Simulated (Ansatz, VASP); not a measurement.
## Two plane-wave programs on BN

Contents of INCAR:

```
PREC = Accurate ; ENCUT = 520
EDIFF = 1E-6 ; ISMEAR = 0
SIGMA = 0.05 ; LREAL = F
LASPH = T ; NELM = 60
ALGO = Normal ; ISIF = 2
LWAVE = F ; LCHARG = F
GGA = PE ; NBANDS = 36
```

The input KPOINTS:

```
Automatic mesh
0
Gamma
  10 10 2
```

Contents of POSCAR:

```
BN
1.0
   -2.5545800960      0.0000000000      0.0000000000
   -1.2772900480     -2.2123312592      0.0000000000
    0.0000000000      0.0000000000     14.1735436055
B N
6 6
Direct
    0.6666666667      0.6666666667      0.2048707705
    0.6666666667      0.6666666667      0.5029271107
    0.6666666667      0.6666666667      0.8009834510
    0.3333333333      0.3333333333      0.0558426004
    0.3333333333      0.3333333333      0.3538989406
    0.3333333333      0.3333333333      0.6519552808
    0.6666666667      0.6666666667      0.0932153754
    0.6666666667      0.6666666667      0.3912717156
    0.6666666667      0.6666666667      0.6893280558
    0.3333333333      0.3333333333      0.8383562260
    0.3333333333      0.3333333333      0.2422435455
    0.3333333333      0.3333333333      0.5402998857
```

Input for Ansatz:

```yaml
crystal:
  lattice:
    - [-2.554580096, 0.0, 0.0]
    - [-1.277290048, -2.2123312592, 0.0]
    - [0.0, 0.0, 14.1735436055]
  atoms:
    - { symbol: B, position: [0.6666666667, 0.6666666667, 0.2048707705] }
    - { symbol: B, position: [0.6666666667, 0.6666666667, 0.5029271107] }
    - { symbol: B, position: [0.6666666667, 0.6666666667, 0.800983451] }
    - { symbol: B, position: [0.3333333333, 0.3333333333, 0.0558426004] }
    - { symbol: B, position: [0.3333333333, 0.3333333333, 0.3538989406] }
    - { symbol: B, position: [0.3333333333, 0.3333333333, 0.6519552808] }
    - { symbol: "N", position: [0.6666666667, 0.6666666667, 0.0932153754] }
    - { symbol: "N", position: [0.6666666667, 0.6666666667, 0.3912717156] }
    - { symbol: "N", position: [0.6666666667, 0.6666666667, 0.6893280558] }
    - { symbol: "N", position: [0.3333333333, 0.3333333333, 0.838356226] }
    - { symbol: "N", position: [0.3333333333, 0.3333333333, 0.2422435455] }
    - { symbol: "N", position: [0.3333333333, 0.3333333333, 0.5402998857] }
basis:
  ecutwfc: 420
kpoints:
  mp_grid: { grid: [10, 10, 2] }
hamiltonian:
  xc: pbe
scf:
  occupations: { method: gaussian, width: 0.05 }
output:
  forces: true
  stress: true
  eigenvalues: true
  write_density: true
  write_potential: true
  elf: true
  volumetric_format: npy
```

Alike in both runs: task single point; functional PBE; k mesh 10 × 10 × 2; occupations gaussian, width 0.05 eV; no spin polarisation.

```csv
,VASP,Ansatz
version,VASP 6.6.1,Ansatz 0.2.0
potentials or method,"VASP PAW PBE potentials, release 64 (B, N), cutoff 520 eV","scalar-relativistic, plane waves, PAW"
valence electrons in the cell,48,48
```

```csv
,VASP,Ansatz,Ansatz less VASP
gap on the k mesh at the Fermi level (eV),0.12,0.11,-0.005
least direct gap on the mesh (eV),0.29,0.29,-0.005
pressure (GPa),-4.6,-4.8,-0.19
"traceless stress, the component that is largest in VASP (GPa)",-6.44,-6.35,+0.085
rms of the force components (eV/Å),0.898,0.899,+0.0008
```

Atom by atom the forces differ by 0.004 eV/Å (rms over components).
